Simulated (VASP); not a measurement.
# Ta2N (P-3m1) in VASP: further runs

Runs on Ta2N. Level: PBEsol. Tasks: single point.

Everything below comes from runs of VASP 6.6.1. Logs are shortened: lines on timing, memory, paths and dates and some standing lists are left out, and cuts for length are marked.

## Step 1: The cell of the first run

Symmetry: P-3m1, No. 164, trigonal system. The conventional cell has a = 3.051 Å, b = 3.051 Å, c = 4.870 Å, α = 90.00°, β = 90.00°, γ = 120.00°. Within 2.9 Å of Ta (site symmetry 3m) lie 3 N at 2.15 Å. Within 2.9 Å of N (site symmetry -3m) lie 6 Ta at 2.15 Å.

## Step 2: Single point, PBEsol

File INCAR:

```
PREC = Accurate
ENCUT = 520
EDIFF = 1E-7
ISMEAR = -1
SIGMA = 0.05
LREAL = False
LASPH = True
NELM = 80
ALGO = Normal
ISIF = 2
LWAVE = False
LCHARG = True
GGA = PS
LELF = True
LVHAR = True
NBANDS = 20
```

File KPOINTS:

```
Automatic mesh
0
Gamma
  10 10 6
```

File POSCAR:

```
Ta2N
1.0
    3.0506042759      0.0000000000      0.0000000000
   -1.5253021379      2.6419007997      0.0000000000
    0.0000000000      0.0000000000      4.8698410000
Ta N
2 1
Direct
    0.3333333333      0.6666666667      0.2547110000
    0.6666666667      0.3333333333      0.7452890000
    0.0000000000      0.0000000000      0.0000000000
```

Potentials or basis: VASP PAW PBE potentials, release 64 (Ta_pv, N).

Command:

```console
$ cat potpaw_PBE.64/Ta_pv/POTCAR potpaw_PBE.64/N/POTCAR > POTCAR
$ mpirun -np 1 vasp_std > vasp.out
```

OUTCAR:

```text
PREC = Accurate
   ENCUT = 520
   EDIFF = 1E-7
   ISMEAR = -1
   LREAL = False
   LASPH = True
   NELM = 80
   ISIF = 2
   GGA = PS

 ion  position               nearest neighbor table
   1  0.333  0.667  0.255-   3 2.15   3 2.15   3 2.15   2 2.97   2 2.97   2 2.97   2 3.04   2 3.04
                             2 3.04
   2  0.667  0.333  0.745-   3 2.15   3 2.15   3 2.15   1 2.97   1 2.97   1 2.97   1 3.04   1 3.04
                             1 3.04
   3  0.000  0.000  0.000-   1 2.15   2 2.15   1 2.15   2 2.15   2 2.15   1 2.15

  LATTYP: Found a hexagonal cell.
 ALAT       =     3.0506042759
 C/A-ratio  =     1.5963529057

  Lattice vectors:

 A1 = (   3.0506042759,   0.0000000000,   0.0000000000)
 A2 = (  -1.5253021379,   2.6419007997,   0.0000000000)
 A3 = (   0.0000000000,   0.0000000000,   4.8698410000)

Analysis of symmetry for initial positions (statically):
=====================================================================
 Subroutine PRICEL returns:
 Original cell was already a primitive cell.

 Routine SETGRP: Setting up the symmetry group for a
 hexagonal supercell.

 Subroutine GETGRP returns: Found 12 space group operations
 (whereof 12 operations were pure point group operations)
 out of a pool of 24 trial point group operations.

The static configuration has the point symmetry D_3d.

Analysis of symmetry for dynamics (positions and initial velocities):
=====================================================================
 Subroutine PRICEL returns:
 Original cell was already a primitive cell.

 Routine SETGRP: Setting up the symmetry group for a
 hexagonal supercell.

 Subroutine GETGRP returns: Found 12 space group operations
 (whereof 12 operations were pure point group operations)
 out of a pool of 24 trial point group operations.

The dynamic configuration has the point symmetry D_3d.

 Subroutine INISYM returns: Found 12 space group operations
 (whereof 12 operations are pure point group operations),
 and found     1 'primitive' translations

----------------------------------------------------------------------------------------

                                     Primitive cell

  volume of cell :      39.2480

  direct lattice vectors                    reciprocal lattice vectors
     3.050604276  0.000000000  0.000000000     0.327803907  0.189257674  0.000000000
    -1.525302138  2.641900800  0.000000000     0.000000000  0.378515348  0.000000000
     0.000000000  0.000000000  4.869841000     0.000000000  0.000000000  0.205345513

  length of vectors
     3.050604276  3.050604276  4.869841000     0.378515348  0.378515348  0.205345513

  position of ions in fractional coordinates (direct lattice)
     0.333333333  0.666666667  0.254711000
     0.666666667  0.333333333  0.745289000
     0.000000000  0.000000000  0.000000000

  ion indices of the primitive-cell ions
   primitive index   ion index
                 1           1
                 2           2
                 3           3

----------------------------------------------------------------------------------------

 KPOINTS: Automatic mesh

Automatic generation of k-mesh.
 Grid dimensions read from file:
 generate k-points for:   10   10    6

 Generating k-lattice:

  Cartesian coordinates                     Fractional coordinates (reciprocal lattice)
     0.032780391  0.018925767  0.000000000     0.100000000 -0.000000000  0.000000000
     0.000000000  0.037851535  0.000000000     0.000000000  0.100000000  0.000000000
     0.000000000  0.000000000  0.034224252     0.000000000  0.000000000  0.166666667

  Length of vectors
     0.037851535  0.037851535  0.034224252

  Shift w.r.t. Gamma in fractional coordinates (k-lattice)
     0.000000000  0.000000000  0.000000000

 Subroutine IBZKPT returns following result:
 ===========================================

 Found     72 irreducible k-points:

 Following reciprocal coordinates:
            Coordinates               Weight
  0.000000  0.000000  0.000000      1.000000
  0.100000 -0.000000  0.000000      6.000000
  0.200000 -0.000000  0.000000      6.000000
  0.300000  0.000000  0.000000      6.000000
  0.400000 -0.000000  0.000000      6.000000
  0.500000  0.000000  0.000000      3.000000
[... 16 lines left out ...]
  0.000000  0.400000  0.166667      6.000000
  0.500000  0.000000  0.166667      6.000000
 [... further k-points ...]
   k-points           NKPTS =     72   k-points in BZ     NKDIM =     72   number of bands    NBANDS=     20
   number of dos      NEDOS =    301   number of ions     NIONS =      3
   total plane-waves  NPLWV =  20736
   dimension x,y,z NGX =    24 NGY =   24 NGZ =   36
   dimension x,y,z NGXF=    48 NGYF=   48 NGZF=   72
   ions per type =               2   1
   NGX,Y,Z   is equivalent  to a cutoff of  13.08, 13.08, 12.29 a.u.
   NGXF,Y,Z  is equivalent  to a cutoff of  26.16, 26.16, 24.58 a.u.
 SYSTEM =  unknown system
   PREC   = accura    normal or accurate (medium, high low for compatibility)
   ISTART =      0    job   : 0-new  1-cont  2-samecut
   ICHARG =      2    charge: 1-file 2-atom 10-const
   ISPIN  =      1    spin polarized calculation?
   LNONCOLLINEAR =      F non collinear calculations
   LSORBIT =      F    spin-orbit coupling
   LASPH  =      T    aspherical Exc in radial PAW
   ENCUT  =  520.0 eV  38.22 Ry    6.18 a.u.   5.67  5.67  9.05*2*pi/ulx,y,z
   NELM   =     80;   NELMIN=  2; NELMDL= -5     # of ELM steps
   EDIFF  = 0.1E-06   stopping-criterion for ELM
   LREAL  =      F    real-space projection
   EDIFFG = 0.1E-05   stopping-criterion for IOM
   NSW    =      0    number of steps for IOM
   IBRION =     -1    ionic relax: 0-MD 1-quasi-New 2-CG
   NFREE  =      0    steps in history (QN), initial steepest desc. (CG)
   ISIF   =      2    stress and relaxation
   ISYM   =      2    0-nonsym 1-usesym 2-fastsym
   POTIM  = 0.5000    time-step for ionic-motion
   TEBEG  =    0.0;   TEEND  =   0.0 temperature during run
   PSTRESS=    0.0 pullay stress
   NELECT =      27.0000    total number of electrons
   NUPDOWN=      -1.0000    fix difference up-down
   EMIN   =  10.00;   EMAX   =-10.00  energy-range for DOS
   EFERMI =   0.00;   METHOD = LEGACY
   ISMEAR =    -1;   SIGMA  =   0.05  broadening in eV -4-tet -1-fermi 0-gaus
   EFERMI_NEDOS =   21; number of points for ismear=-14 and -15
   IALGO  =     38    algorithm
   IMIX   =      4    mixing-type and parameters
     AMIX     =   0.40;   BMIX     =  1.00
     AMIX_MAG =   1.60;   BMIX_MAG =  1.00
  volume/ion in A,a.u.               =      13.08        88.29
  Fermi-wavevector in a.u.,A,eV,Ry     =   1.445186  2.731005 28.416613  2.088562
  Thomas-Fermi vector in A             =   2.563396
   LORBIT       =      0    0 simple, 1 ext, 2 COOP (PROOUT), +10 PAW based schemes
   GGA     = PS    functional components
   LHFCALC =     F    Hartree Fock is set to
   AEXX    =    0.0000 exact exchange contribution
   IVDW    =     0    specifies the selected vdW correction
   LEPSILON=     F    determine dielectric tensor
   LRPA    =     F    only Hartree local field effects (RPA)
 non-spin polarized calculation
  energy-cutoff  :      520.00
  volume of cell :       39.25
 maximum number of plane-waves:      1087
 NGX is ok and might be reduce to    24
   NGX = 11   NGY = 11   NGZ = 19

 number of electron      27.0000001 magnetization

 Free energy of the ion-electron system (eV)
  ---------------------------------------------------
  ext. energy  EPLUGINS =         0.00000000
  ---------------------------------------------------
  free energy    TOTEN  =       -36.48600773 eV

  energy without entropy =      -36.47458733  energy(sigma->0) =      -36.48029753

 E-fermi :   7.6686     XC(G=0): -13.1905

 val. band max:        7.6644870984   @ k =   0.2000   0.1000   0.1667
 cond. band min:       7.7085276258   @ k =   0.1000  -0.0000   0.0000
 fundamental gap:      0.0440405275
 Fermi energy:         7.6686258983

 k-point     1 :       0.0000    0.0000    0.0000
  band No.  band energies     occupation
      1     -27.9671      2.00000
      2     -27.1020      2.00000
      3     -27.1020      2.00000
      4     -26.9737      2.00000
      5     -26.9737      2.00000
      6     -26.8968      2.00000
[... 12 lines left out ...]
     19       8.8964      0.00000
     20      12.8259      0.00000

 k-point     2 :       0.1000   -0.0000    0.0000
  band No.  band energies     occupation
      1     -27.9330      2.00000
      2     -27.1750      2.00000
      3     -27.1271      2.00000
      4     -27.0461      2.00000
      5     -26.9803      2.00000
      6     -26.9079      2.00000
[... 12 lines left out ...]
     19       9.6738      0.00000
     20      12.8532      0.00000

 k-point     3 :       0.2000   -0.0000    0.0000
  band No.  band energies     occupation
      1     -27.8384      2.00000
      2     -27.3657      2.00000
      3     -27.2255      2.00000
      4     -27.1882      2.00000
      5     -27.0018      2.00000
      6     -26.9445      2.00000
[... 12 lines left out ...]
     19      11.4014      0.00000
     20      12.5040      0.00000

 k-point     4 :       0.3000    0.0000    0.0000
  band No.  band energies     occupation
      1     -27.7128      2.00000
      2     -27.5909      2.00000
      3     -27.4308      2.00000
      4     -27.2582      2.00000
      5     -27.0329      2.00000
      6     -27.0086      2.00000
[... 12 lines left out ...]
     19      12.0930      0.00000
     20      13.1638      0.00000

 k-point     5 :       0.4000   -0.0000    0.0000
  band No.  band energies     occupation
      1     -27.8000      2.00000
      2     -27.5918      2.00000
      3     -27.5460      2.00000
      4     -27.3120      2.00000
      5     -27.0914      2.00000
      6     -27.0601      2.00000
[... 12 lines left out ...]
     19      12.1031      0.00000
     20      12.8664      0.00000
[... 353 lines left out ...]
      6     -27.0286      2.00000
[... 12 lines left out ...]
     19      11.6052      0.00000
     20      13.4934      0.00000

 k-point    22 :       0.4000   -0.0000    0.1667
  band No.  band energies     occupation
      1     -27.8147      2.00000
      2     -27.6720      2.00000
      3     -27.4643      2.00000
      4     -27.2974      2.00000
      5     -27.0754      2.00000
      6     -27.0753      2.00000
[... 12 lines left out ...]
     19      12.3740      0.00000
     20      12.9461      0.00000

 k-point    23 :       0.0000    0.4000    0.1667
  band No.  band energies     occupation
      1     -27.8626      2.00000
      2     -27.6300      2.00000
      3     -27.4407      2.00000
      4     -27.2936      2.00000
      5     -27.0917      2.00000
      6     -27.0793      2.00000
[... 12 lines left out ...]
     19      12.1319      0.00000
     20      14.1100      0.00000

 k-point    24 :       0.5000    0.0000    0.1667
  band No.  band energies     occupation
      1     -27.8997      2.00000
      2     -27.7010      2.00000
      3     -27.4082      2.00000
      4     -27.3150      2.00000
      5     -27.1221      2.00000
      6     -27.0887      2.00000
[... 12 lines left out ...]
     19      12.4443      0.00000
     20      13.3546      0.00000

 [... further k-points ...]
[... 5 lines left out ...]
  --------------------------------------------------------------------------------------
  -------------------------------------------------------------------------------------
  Total        1.0050411      1.0050411      0.2281079      0.0000000      0.0000000     -0.0000000
  in kB       41.0277063     41.0277063      9.3118009      0.0000000      0.0000000     -0.0000000
  external PRESSURE =      30.4557378 kB  Pullay stress =       0.0000000 kB

 VOLUME and BASIS-vectors are now :
 -----------------------------------------------------------------------------
  energy-cutoff  :      520.00
  volume of cell :       39.25
      direct lattice vectors                 reciprocal lattice vectors
     3.050604276  0.000000000  0.000000000     0.327803907  0.189257674  0.000000000
    -1.525302138  2.641900800  0.000000000     0.000000000  0.378515348  0.000000000
     0.000000000  0.000000000  4.869841000     0.000000000  0.000000000  0.205345513

 POSITION                                       TOTAL-FORCE (eV/Angst)
 -----------------------------------------------------------------------------------
     -0.00000      1.76127      1.24040         0.000000     -0.000000      0.143608
      1.52530      0.88063      3.62944        -0.000000      0.000000     -0.143608
      0.00000      0.00000      0.00000         0.000000      0.000000      0.000000
 -----------------------------------------------------------------------------------
    total drift:                               -0.000000      0.000000      0.000000

  FREE ENERGIE OF THE ION-ELECTRON SYSTEM (eV)
  ---------------------------------------------------
  free  energy   TOTEN  =       -36.4860077284 eV

  energy  without entropy=      -36.4745873342  energy(sigma->0) =      -36.48029753
```

Run time: 91 s. Hardware: 1 thread of Intel Xeon 8259CL, shared host; peak memory 0.19 GiB.

What came out:

- Free energy: -36.4860 eV
- Pressure: 3.0 GPa
- Largest force: 0.144 eV/Å

Forces in eV/Å, atoms in the order of the input:
```
Ta   0.000  0.000  0.144
Ta   0.000  0.000 -0.144
N    0.000  0.000  0.000
```

Levels at points of the mesh, in eV from the Fermi level:
| k point | band 11 | band 12 | band 13 | band 14 | band 15 | band 16 | band 17 | band 18 |
| --- | --- | --- | --- | --- | --- | --- | --- | --- |
| (0.00, 0.00, 0.00) | -4.96 | -0.89 | -0.26 | -0.26 | 0.30 | 0.43 | 0.43 | 1.23 |
| (0.50, 0.00, 0.00) | -4.77 | -2.59 | -1.28 | 1.61 | 2.18 | 4.04 | 4.20 | 4.45 |
| (0.00, 0.00, 0.50) | -3.10 | -2.72 | -1.10 | -1.10 | 1.78 | 2.22 | 2.38 | 2.38 |
| (0.50, 0.00, 0.50) | -3.50 | -2.12 | -2.08 | -0.35 | 0.84 | 3.64 | 3.88 | 4.36 |

Caveat: the PAW data sets were made with another functional, which shifts forces and pressure a little; spin-orbit coupling is left out, which moves the levels of the heavy elements.

## Step 3: Single point, PBEsol

This run uses another cell than the first one, of 14.17 Å³/atom, 1.083 times its volume.

File INCAR:

```
PREC     = Accurate       # precision mode
ENCUT    = 520            # plane-wave cutoff, eV
EDIFF    = 1E-6           # SCF threshold, eV
ISMEAR   = -1             # smearing method
SIGMA    = 0.05           # smearing width, eV
LREAL    = False          # projectors in reciprocal space
LASPH    = True           # aspherical terms in the spheres
NELM     = 100            # most SCF steps
ALGO     = Normal         # electronic algorithm
ISIF     = 2              # what is computed and relaxed
LWAVE    = False          # write WAVECAR
LCHARG   = False          # write CHGCAR
GGA      = PS             # functional
NBANDS   = 20             # bands
```

KPOINTS is that of step 2.

File POSCAR:

```
Ta2N
1.0
    3.1751187361      0.0000000000      0.0000000000
   -1.5875593681      2.7497334855      0.0000000000
    0.0000000000      0.0000000000      4.8698410000
Ta N
2 1
Direct
    0.3333333333      0.6666666667      0.2547110000
    0.6666666667      0.3333333333      0.7452890000
    0.0000000000      0.0000000000      0.0000000000
```

Potentials or basis: VASP PAW PBE potentials, release 64 (Ta_pv, N).

Command:

```console
$ cat potpaw_PBE.64/Ta_pv/POTCAR potpaw_PBE.64/N/POTCAR > POTCAR
$ mpirun -np 1 vasp_std > vasp.out
```

It took 72 s on 1 thread of Intel Xeon 8259CL, shared host; peak memory 0.19 GiB.

The run converged. Its results:

```yaml
Free_energy: -36.3137 eV
Pressure: -18.1 GPa
Largest_force: 0.613 eV/Å
```

Forces on the atoms (eV/Å):
```
Ta   0.000  0.000 -0.613
Ta   0.000  0.000  0.613
N    0.000  0.000  0.000
```

Stress tensor (GPa, compression positive):
```
-19.33   0.00   0.00
  0.00 -19.33   0.00
  0.00   0.00 -15.70
```

Levels at points of the mesh, in eV from the Fermi level:
| k point | band 11 | band 12 | band 13 | band 14 | band 15 | band 16 | band 17 | band 18 |
| --- | --- | --- | --- | --- | --- | --- | --- | --- |
| (0.00, 0.00, 0.00) | -4.89 | -0.46 | -0.22 | -0.22 | 0.13 | 0.13 | 0.33 | 1.11 |
| (0.50, 0.00, 0.00) | -4.31 | -2.58 | -1.39 | 1.64 | 1.91 | 3.41 | 3.72 | 3.89 |
| (0.00, 0.00, 0.50) | -2.61 | -2.50 | -1.14 | -1.14 | 1.62 | 1.81 | 2.17 | 2.17 |
| (0.50, 0.00, 0.50) | -3.09 | -2.13 | -2.09 | -0.13 | 0.62 | 2.94 | 3.20 | 3.66 |

Caveat: the PAW data sets were made with another functional, which shifts forces and pressure a little; spin-orbit coupling is left out, which moves the levels of the heavy elements.

## Step 4: Single point, PBEsol

This run uses another cell than the first one, of 14.73 Å³/atom, 1.126 times its volume.

File INCAR:

```
PREC     = Accurate       # precision mode
ENCUT    = 520            # plane-wave cutoff, eV
EDIFF    = 1E-7           # SCF threshold, eV
ISMEAR   = -1             # smearing method
SIGMA    = 0.05           # smearing width, eV
LREAL    = F              # projectors in reciprocal space
LASPH    = T              # aspherical terms in the spheres
NELM     = 100            # most SCF steps
ALGO     = Normal         # electronic algorithm
ISIF     = 2              # what is computed and relaxed
LWAVE    = F              # write WAVECAR
LCHARG   = T              # write CHGCAR
GGA      = PS             # functional
LELF     = T              # ELF
LVHAR    = T            
NBANDS   = 20             # bands
```

File KPOINTS:

```
regular mesh
0
Gamma
  10 10 6
```

File POSCAR:

```
Ta2N
1.0
    3.2373759662      0.0000000000      0.0000000000
   -1.6186879831      2.8036498283      0.0000000000
    0.0000000000      0.0000000000      4.8698410000
Ta N
2 1
Direct
    0.3333333333      0.6666666667      0.2547110000
    0.6666666667      0.3333333333      0.7452890000
    0.0000000000      0.0000000000      0.0000000000
```

Command:

```console
$ cat potpaw_PBE.64/Ta_pv/POTCAR potpaw_PBE.64/N/POTCAR > POTCAR
$ mpirun -np 1 vasp_std > vasp.out
```

Run time: 66 s. Hardware: 1 thread of Intel Xeon 8259CL, shared host; peak memory 0.2 GiB.

It converged, with:

* Free energy: -36.0645 eV
* Pressure: -25.7 GPa
* Largest force: 0.909 eV/Å

Forces on the atoms (eV/Å):
```
Ta   0.000  0.000 -0.909
Ta   0.000  0.000  0.909
N    0.000  0.000  0.000
```

Stress tensor (GPa, compression positive):
```
-27.94   0.00   0.00
  0.00 -27.94   0.00
  0.00   0.00 -21.34
```

Levels at points of the mesh, in eV from the Fermi level:
```tsv
k point	band 10	band 11	band 12	band 13	band 14	band 15	band 16	band 17
(0.00, 0.00, 0.00)	-5.74	-4.85	-0.27	-0.20	-0.20	0.01	0.01	0.33
(0.50, 0.00, 0.00)	-5.97	-4.10	-2.55	-1.42	1.41	2.02	3.14	3.46
(0.00, 0.00, 0.50)	-5.92	-2.38	-2.37	-1.16	-1.16	1.36	1.81	2.09
(0.50, 0.00, 0.50)	-5.76	-2.91	-2.11	-2.07	-0.03	0.52	2.64	2.91
```

Caveat: the PAW data sets were made with another functional, which shifts forces and pressure a little; spin-orbit coupling is left out, which moves the levels of the heavy elements.

## Step 5: Overview

| cell | gap on the mesh (eV) | pressure (GPa) | largest force (eV/Å) |
| --- | --- | --- | --- |
| a = 3.051, b = 3.051, c = 4.870 Å, angles 90.0, 90.0, 120.0°, 3 atoms | none | 3.0 | 0.14 |
| a = 3.175, b = 3.175, c = 4.870 Å, angles 90.0, 90.0, 120.0°, 3 atoms | none | -18.1 | 0.61 |
| a = 3.237, b = 3.237, c = 4.870 Å, angles 90.0, 90.0, 120.0°, 3 atoms | none | -25.7 | 0.91 |

Alike in all rows: task single point; level PBEsol; potentials or basis VASP PAW PBE potentials, release 64 (Ta_pv, N); no spin polarisation; k mesh 10 × 10 × 6; cutoff (eV) 520; smearing fermi-dirac 0.05 eV.

Caveats: the PAW data sets were made with another functional, which shifts forces and pressure a little; spin-orbit coupling is left out, which moves the levels of the heavy elements.

Absolute energies hang on the potentials; compare differences alone.
